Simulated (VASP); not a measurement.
# CaO in VASP: further runs

Runs on CaO. Level: PBE. Tasks: single point.

All numbers are computed with VASP 6.6.1; they aren't measurements. Logs are shortened: lines on timing, memory, paths and dates and some standing lists are left out, and cuts for length are marked.

## (1) The cell of the first run

It takes space group F-43m (No. 216, cubic). Conventional cell: a = 5.005 Å, b = 5.005 Å, c = 5.005 Å, α = 90.00°, β = 90.00°, γ = 90.00°. Within 2.9 Å of Ca (site symmetry -43m) lie 4 O at 2.17 Å. O (site symmetry -43m) has 4 Ca at 2.17 Å within 2.9 Å.

## (2) Single point, PBE (strain -4.0%)

INCAR

```
SYSTEM = CaO
PREC = Accurate
ENCUT = 520
EDIFF = 1E-6
ISMEAR = 0
SIGMA = 0.01
LREAL = .False.
LASPH = .True.
NELM = 60
ALGO = Normal
ISIF = 2
LWAVE = .False.
LCHARG = .False.
GGA = PE
NBANDS = 15
```

KPOINTS

```
Automatic mesh
0
Gamma
  6 6 6
  0 0 0
```

POSCAR

```
CaO
1.0
    0.0000000000      2.5024624694      2.5024624694
    2.5024624694      0.0000000000      2.5024624694
    2.5024624694      2.5024624694      0.0000000000
Ca O
1 1
Direct
    0.0000000000      0.0000000000      0.0000000000
    0.2500000000      0.2500000000      0.2500000000
```

Potentials or basis: VASP PAW PBE potentials, release 64 (Ca_sv, O).

Started as:

```bash
$ cat potpaw_PBE.64/Ca_sv/POTCAR potpaw_PBE.64/O/POTCAR > POTCAR
$ mpirun -np 1 vasp_std > vasp.out
```

OUTCAR:

```text
SYSTEM = CaO
   PREC = Accurate
   ENCUT = 520
   EDIFF = 1E-6
   ISMEAR = 0
   LREAL = .False.
   LASPH = .True.
   NELM = 60
   ISIF = 2
   GGA = PE

 ion  position               nearest neighbor table
   1  0.000  0.000  0.000-   2 2.17   2 2.17   2 2.17   2 2.17
   2  0.250  0.250  0.250-   1 2.17   1 2.17   1 2.17   1 2.17

  LATTYP: Found a face centered cubic cell.
 ALAT       =     5.0049249388

  Lattice vectors:

 A1 = (   0.0000000000,   2.5024624694,   2.5024624694)
 A2 = (   2.5024624694,   0.0000000000,   2.5024624694)
 A3 = (   2.5024624694,   2.5024624694,   0.0000000000)

Analysis of symmetry for initial positions (statically):
=====================================================================
 Subroutine PRICEL returns:
 Original cell was already a primitive cell.

 Routine SETGRP: Setting up the symmetry group for a
 face centered cubic supercell.

 Subroutine GETGRP returns: Found 24 space group operations
 (whereof 24 operations were pure point group operations)
 out of a pool of 48 trial point group operations.

The static configuration has the point symmetry T_d .

Analysis of symmetry for dynamics (positions and initial velocities):
=====================================================================
 Subroutine PRICEL returns:
 Original cell was already a primitive cell.

 Routine SETGRP: Setting up the symmetry group for a
 face centered cubic supercell.

 Subroutine GETGRP returns: Found 24 space group operations
 (whereof 24 operations were pure point group operations)
 out of a pool of 48 trial point group operations.

The dynamic configuration has the point symmetry T_d .

 Subroutine INISYM returns: Found 24 space group operations
 (whereof 24 operations are pure point group operations),
 and found     1 'primitive' translations

----------------------------------------------------------------------------------------

                                     Primitive cell

  volume of cell :      31.3424

  direct lattice vectors                    reciprocal lattice vectors
     0.000000000  2.502462469  2.502462469    -0.199803196  0.199803196  0.199803196
     2.502462469  0.000000000  2.502462469     0.199803196 -0.199803196  0.199803196
     2.502462469  2.502462469  0.000000000     0.199803196  0.199803196 -0.199803196

  length of vectors
     3.539016364  3.539016364  3.539016364     0.346069288  0.346069288  0.346069288

  position of ions in fractional coordinates (direct lattice)
     0.000000000  0.000000000  0.000000000
     0.250000000  0.250000000  0.250000000

  ion indices of the primitive-cell ions
   primitive index   ion index
                 1           1
                 2           2

----------------------------------------------------------------------------------------

 KPOINTS: Automatic mesh

Automatic generation of k-mesh.
 Grid dimensions read from file:
 generate k-points for:    6    6    6

 Generating k-lattice:

  Cartesian coordinates                     Fractional coordinates (reciprocal lattice)
    -0.033300533  0.033300533  0.033300533     0.166666667  0.000000000  0.000000000
     0.033300533 -0.033300533  0.033300533     0.000000000  0.166666667  0.000000000
     0.033300533  0.033300533 -0.033300533     0.000000000  0.000000000  0.166666667

  Length of vectors
     0.057678215  0.057678215  0.057678215

  Shift w.r.t. Gamma in fractional coordinates (k-lattice)
     0.000000000  0.000000000  0.000000000

 Subroutine IBZKPT returns following result:
 ===========================================

 Found     16 irreducible k-points:

 Following reciprocal coordinates:
            Coordinates               Weight
  0.000000  0.000000  0.000000      1.000000
  0.166667  0.000000  0.000000      8.000000
  0.333333  0.000000  0.000000      8.000000
  0.500000  0.000000  0.000000      4.000000
  0.166667  0.166667  0.000000      6.000000
  0.333333  0.166667  0.000000     24.000000
[... 8 lines left out ...]
 -0.333333  0.333333  0.166667     24.000000
 -0.333333  0.500000  0.166667     12.000000
   k-points           NKPTS =     16   k-points in BZ     NKDIM =     16   number of bands    NBANDS=     15
   number of dos      NEDOS =    301   number of ions     NIONS =      2
   total plane-waves  NPLWV =  21952
   dimension x,y,z NGX =    28 NGY =   28 NGZ =   28
   dimension x,y,z NGXF=    56 NGYF=   56 NGZF=   56
   ions per type =               1   1
   NGX,Y,Z   is equivalent  to a cutoff of  13.15, 13.15, 13.15 a.u.
   NGXF,Y,Z  is equivalent  to a cutoff of  26.31, 26.31, 26.31 a.u.
 SYSTEM =  CaO
   PREC   = accura    normal or accurate (medium, high low for compatibility)
   ISTART =      0    job   : 0-new  1-cont  2-samecut
   ICHARG =      2    charge: 1-file 2-atom 10-const
   ISPIN  =      1    spin polarized calculation?
   LNONCOLLINEAR =      F non collinear calculations
   LSORBIT =      F    spin-orbit coupling
   LASPH  =      T    aspherical Exc in radial PAW
   ENCUT  =  520.0 eV  38.22 Ry    6.18 a.u.   6.58  6.58  6.58*2*pi/ulx,y,z
   NELM   =     60;   NELMIN=  2; NELMDL= -5     # of ELM steps
   EDIFF  = 0.1E-05   stopping-criterion for ELM
   LREAL  =      F    real-space projection
   EDIFFG = 0.1E-04   stopping-criterion for IOM
   NSW    =      0    number of steps for IOM
   IBRION =     -1    ionic relax: 0-MD 1-quasi-New 2-CG
   NFREE  =      0    steps in history (QN), initial steepest desc. (CG)
   ISIF   =      2    stress and relaxation
   ISYM   =      2    0-nonsym 1-usesym 2-fastsym
   POTIM  = 0.5000    time-step for ionic-motion
   TEBEG  =    0.0;   TEEND  =   0.0 temperature during run
   PSTRESS=    0.0 pullay stress
   NELECT =      16.0000    total number of electrons
   NUPDOWN=      -1.0000    fix difference up-down
   EMIN   =  10.00;   EMAX   =-10.00  energy-range for DOS
   EFERMI =   0.00;   METHOD = LEGACY
   ISMEAR =     0;   SIGMA  =   0.01  broadening in eV -4-tet -1-fermi 0-gaus
   EFERMI_NEDOS =   21; number of points for ismear=-14 and -15
   IALGO  =     38    algorithm
   IMIX   =      4    mixing-type and parameters
     AMIX     =   0.40;   BMIX     =  1.00
     AMIX_MAG =   1.60;   BMIX_MAG =  1.00
  volume/ion in A,a.u.               =      15.67       105.75
  Fermi-wavevector in a.u.,A,eV,Ry     =   1.308390  2.472499 23.291605  1.711885
  Thomas-Fermi vector in A             =   2.439060
   LORBIT       =      0    0 simple, 1 ext, 2 COOP (PROOUT), +10 PAW based schemes
   GGA     = PE    functional components
   LHFCALC =     F    Hartree Fock is set to
   AEXX    =    0.0000 exact exchange contribution
   IVDW    =     0    specifies the selected vdW correction
   LEPSILON=     F    determine dielectric tensor
   LRPA    =     F    only Hartree local field effects (RPA)
 non-spin polarized calculation
 Gauss-broadening in eV      SIGMA  =   0.01
  energy-cutoff  :      520.00
  volume of cell :       31.34
 maximum number of plane-waves:       869
 NGX is ok and might be reduce to    28
   NGX = 13   NGY = 13   NGZ = 13

 number of electron      15.9999999 magnetization

 Free energy of the ion-electron system (eV)
  ---------------------------------------------------
  ext. energy  EPLUGINS =         0.00000000
  ---------------------------------------------------
  free energy    TOTEN  =       -12.23812970 eV

  energy without entropy =      -12.23812970  energy(sigma->0) =      -12.23812970

 E-fermi :   1.1449     XC(G=0):  -9.5830

 val. band max:        1.0964081649   @ k =  -0.3333   0.5000   0.1667
 cond. band min:       4.8456966218   @ k =   0.0000   0.0000   0.0000
 fundamental gap:      3.7492884569
 Fermi energy:         1.1449235500

 k-point     1 :       0.0000    0.0000    0.0000
  band No.  band energies     occupation
      1     -35.5743      2.00000
      2     -16.4763      2.00000
      3     -16.4763      2.00000
      4     -16.4763      2.00000
      5     -13.9140      2.00000
      6       0.2102      2.00000
      7       0.2102      2.00000
      8       0.2102      2.00000
      9       4.8457      0.00000
     10       9.5423      0.00000
     11       9.5423      0.00000
     12      11.5096      0.00000
     13      11.5096      0.00000
     14      11.5096      0.00000
     15      18.8918      0.00000

 k-point     2 :       0.1667    0.0000    0.0000
  band No.  band energies     occupation
      1     -35.5540      2.00000
      2     -16.8448      2.00000
      3     -16.4975      2.00000
      4     -16.4975      2.00000
      5     -13.5685      2.00000
      6      -0.0239      2.00000
      7       0.3074      2.00000
      8       0.3074      2.00000
      9       5.8016      0.00000
     10       9.2449      0.00000
     11       9.2449      0.00000
     12      11.0963      0.00000
     13      11.7744      0.00000
     14      11.7744      0.00000
     15      16.2938      0.00000

 k-point     3 :       0.3333    0.0000    0.0000
  band No.  band energies     occupation
      1     -35.5131      2.00000
      2     -17.4013      2.00000
      3     -16.5393      2.00000
      4     -16.5393      2.00000
      5     -13.0825      2.00000
      6      -0.0906      2.00000
      7       0.4800      2.00000
      8       0.4800      2.00000
      9       7.2177      0.00000
     10       9.1987      0.00000
     11       9.1987      0.00000
     12      10.4757      0.00000
     13      11.6349      0.00000
     14      11.6349      0.00000
     15      14.1888      0.00000
[... 199 lines left out ...]
 k-point    15 :      -0.3333    0.3333    0.1667
  band No.  band energies     occupation
      1     -35.4724      2.00000
      2     -17.6292      2.00000
      3     -16.8054      2.00000
      4     -16.6471      2.00000
      5     -12.6329      2.00000
      6       0.1365      2.00000
      7       0.3695      2.00000
      8       0.9419      2.00000
      9       6.5356      0.00000
     10       8.0861      0.00000
     11       9.8578      0.00000
     12      11.3608      0.00000
     13      11.7022      0.00000
     14      13.4864      0.00000
     15      14.8875      0.00000

 k-point    16 :      -0.3333    0.5000    0.1667
  band No.  band energies     occupation
      1     -35.4657      2.00000
      2     -17.6806      2.00000
      3     -16.7849      2.00000
      4     -16.7006      2.00000
      5     -12.5715      2.00000
      6      -0.2202      2.00000
      7       0.6945      2.00000
      8       1.0964      2.00000
      9       6.2428      0.00000
     10       7.9005      0.00000
     11      10.3049      0.00000
     12      11.1118      0.00000
     13      11.8102      0.00000
     14      14.7458      0.00000
     15      15.6208      0.00000

------------------------ aborting loop because EDIFF is reached ----------------------------------------

  FORCE on cell =-STRESS in cart. coord.  units (eV):
  Direction    XX          YY          ZZ          XY          YZ          ZX
  --------------------------------------------------------------------------------------
  -------------------------------------------------------------------------------------
  Total        2.9121916      2.9121916      2.9121916      0.0000000      0.0000000     -0.0000000
  in kB      148.8667870    148.8667870    148.8667870      0.0000000      0.0000000     -0.0000000
  external PRESSURE =     148.8667870 kB  Pullay stress =       0.0000000 kB

 VOLUME and BASIS-vectors are now :
 -----------------------------------------------------------------------------
  energy-cutoff  :      520.00
  volume of cell :       31.34
      direct lattice vectors                 reciprocal lattice vectors
     0.000000000  2.502462469  2.502462469    -0.199803196  0.199803196  0.199803196
     2.502462469  0.000000000  2.502462469     0.199803196 -0.199803196  0.199803196
     2.502462469  2.502462469  0.000000000     0.199803196  0.199803196 -0.199803196

 POSITION                                       TOTAL-FORCE (eV/Angst)
 -----------------------------------------------------------------------------------
      0.00000      0.00000      0.00000        -0.000000      0.000000      0.000000
      1.25123      1.25123      1.25123         0.000000     -0.000000     -0.000000
 -----------------------------------------------------------------------------------
    total drift:                               -0.000000     -0.000000     -0.000000

  FREE ENERGIE OF THE ION-ELECTRON SYSTEM (eV)
  ---------------------------------------------------
  free  energy   TOTEN  =       -12.2381296981 eV

  energy  without entropy=      -12.2381296981  energy(sigma->0) =      -12.23812970
```

Wall time 10 s (1 thread of AMD EPYC 7R43 (Zen 3), shared host); peak memory 0.12 GiB.

What came out:

```
Free energy            : -12.2381 eV
Pressure               : 14.9 GPa
Band gap on the k mesh : 3.75 eV (least direct gap 4.64 eV)
```

Levels at points of the mesh, in eV from the valence-band top:
| k point | band 4 | band 5 | band 6 | band 7 | band 8 | band 9 | band 10 | band 11 | band 12 | band 13 |
| --- | --- | --- | --- | --- | --- | --- | --- | --- | --- | --- |
| (0.00, 0.00, 0.00) | -17.57 | -15.01 | -0.89 | -0.89 | -0.89 | 3.75 | 8.45 | 8.45 | 10.41 | 10.41 |
| (0.50, 0.00, 0.00) | -17.66 | -14.00 | -1.07 | -0.54 | -0.54 | 6.52 | 8.38 | 8.38 | 8.94 | 10.12 |
| (0.50, 0.50, 0.00) | -17.79 | -13.70 | -1.74 | -0.01 | -0.01 | 5.15 | 7.00 | 9.68 | 10.05 | 10.05 |

Caveat: the cell differs from its parent crystal (strain -4.0%); the cell stands under pressure.

## (3) Single point, PBE

This run uses another cell than the first one, of 17.71 Å³/atom.

INCAR

```
SYSTEM = CaO
ALGO     = Normal         ! electronic algorithm
EDIFF    = 1E-6           ! SCF threshold, eV
ENCUT    = 520            ! plane-wave cutoff, eV
GGA      = PE             ! functional
ISIF     = 2              ! what is computed and relaxed
ISMEAR   = 0              ! smearing method
LASPH    = .True.         ! aspherical terms in the spheres
LCHARG   = .False.        ! write CHGCAR
LREAL    = .False.        ! projectors in reciprocal space
LWAVE    = .False.        ! write WAVECAR
NBANDS   = 15             ! bands
NELM     = 80             ! most SCF steps
PREC     = Accurate       ! precision mode
SIGMA    = 0.01           ! smearing width, eV
```

KPOINTS

```
k-points
0
Gamma
  6 6 6
  0 0 0
```

POSCAR

```
CaO
1.0
    0.0000000000      2.6067317390      2.6067317390
    2.6067317390      0.0000000000      2.6067317390
    2.6067317390      2.6067317390      0.0000000000
Ca O
1 1
Direct
    0.0000000000      0.0000000000      0.0000000000
    0.2500000000      0.2500000000      0.2500000000
```

Potentials or basis: VASP PAW PBE potentials, release 64 (Ca_sv, O).

Started as:

```bash
$ cat potpaw_PBE.64/Ca_sv/POTCAR potpaw_PBE.64/O/POTCAR > POTCAR
$ mpirun -np 1 vasp_std > vasp.out
```

OUTCAR:

```text
SYSTEM = CaO
   EDIFF = 1E-6
   ENCUT = 520
   GGA = PE
   ISIF = 2
   ISMEAR = 0
   LASPH = .True.
   LREAL = .False.
   NELM = 80
   PREC = Accurate

 ion  position               nearest neighbor table
   1  0.000  0.000  0.000-   2 2.26   2 2.26   2 2.26   2 2.26
   2  0.250  0.250  0.250-   1 2.26   1 2.26   1 2.26   1 2.26

  LATTYP: Found a face centered cubic cell.
 ALAT       =     5.2134634780

  Lattice vectors:

 A1 = (   0.0000000000,   2.6067317390,   2.6067317390)
[... 462 lines left out ...]

------------------------ aborting loop because EDIFF is reached ----------------------------------------

  FORCE on cell =-STRESS in cart. coord.  units (eV):
  Direction    XX          YY          ZZ          XY          YZ          ZX
  --------------------------------------------------------------------------------------
  -------------------------------------------------------------------------------------
  Total        0.4101848      0.4101848      0.4101848     -0.0000000     -0.0000000      0.0000000
  in kB       18.5511627     18.5511627     18.5511627     -0.0000000     -0.0000000      0.0000000
  external PRESSURE =      18.5511627 kB  Pullay stress =       0.0000000 kB

 VOLUME and BASIS-vectors are now :
 -----------------------------------------------------------------------------
  energy-cutoff  :      520.00
  volume of cell :       35.43
      direct lattice vectors                 reciprocal lattice vectors
     0.000000000  2.606731739  2.606731739    -0.191811068  0.191811068  0.191811068
     2.606731739  0.000000000  2.606731739     0.191811068 -0.191811068  0.191811068
     2.606731739  2.606731739  0.000000000     0.191811068  0.191811068 -0.191811068

 POSITION                                       TOTAL-FORCE (eV/Angst)
 -----------------------------------------------------------------------------------
      0.00000      0.00000      0.00000         0.000000      0.000000      0.000000
      1.30337      1.30337      1.30337        -0.000000     -0.000000     -0.000000
 -----------------------------------------------------------------------------------
    total drift:                               -0.000000     -0.000000     -0.000000

  FREE ENERGIE OF THE ION-ELECTRON SYSTEM (eV)
  ---------------------------------------------------
  free  energy   TOTEN  =       -12.4386405868 eV

  energy  without entropy=      -12.4386405868  energy(sigma->0) =      -12.43864059
```

OSZICAR:

```text
N       E                     dE             d eps       ncg     rms          rms(c)
DAV:   1     0.131872574159E+03    0.13187E+03   -0.81222E+03   480   0.105E+03
DAV:   2    -0.865593402315E+01   -0.14053E+03   -0.12913E+03   599   0.282E+02
DAV:   3    -0.148577657768E+02   -0.62018E+01   -0.61652E+01   578   0.625E+01
DAV:   4    -0.150717450468E+02   -0.21398E+00   -0.21390E+00   700   0.991E+00
DAV:   5    -0.150726658801E+02   -0.92083E-03   -0.92080E-03   564   0.810E-01    0.972E+00
DAV:   6    -0.125525159810E+02    0.25201E+01   -0.85035E+00   515   0.252E+01    0.419E+00
DAV:   7    -0.124488917913E+02    0.10362E+00   -0.84108E-01   503   0.845E+00    0.200E+00
DAV:   8    -0.124377672848E+02    0.11125E-01   -0.13616E-01   592   0.379E+00    0.470E-01
DAV:   9    -0.124366696516E+02    0.10976E-02   -0.97964E-03   568   0.889E-01    0.169E-01
DAV:  10    -0.124385001612E+02   -0.18305E-02   -0.15022E-03   522   0.313E-01    0.537E-02
DAV:  11    -0.124386483221E+02   -0.14816E-03   -0.68370E-04   571   0.176E-01    0.315E-02
DAV:  12    -0.124386414659E+02    0.68562E-05   -0.70053E-05   613   0.959E-02    0.587E-03
DAV:  13    -0.124386405868E+02    0.87910E-06   -0.46449E-06   550   0.274E-02
   1 F= -.12438641E+02 E0= -.12438641E+02  d E =-.317513-160
```

Run time: 11 s. Hardware: 1 thread of AMD EPYC 7R43 (Zen 3), shared host; peak memory 0.12 GiB.

Results:

```yaml
Free_energy: -12.4386 eV
Pressure: 1.9 GPa
Band_gap_on_the_k_mesh: 3.33 eV (least direct gap 3.95 eV)
```

Levels at points of the mesh, in eV from the valence-band top:
```tsv
k point	band 4	band 5	band 6	band 7	band 8	band 9	band 10	band 11	band 12	band 13
(0.00, 0.00, 0.00)	-18.09	-14.79	-0.62	-0.62	-0.62	3.33	7.97	7.97	9.60	9.60
(0.50, 0.00, 0.00)	-18.14	-14.14	-0.99	-0.36	-0.36	6.14	7.88	7.88	8.23	9.38
(0.50, 0.50, 0.00)	-18.23	-13.94	-1.43	0.00	0.00	4.93	6.63	9.01	9.34	9.34
```

(Part 1 of 2 ends here.)
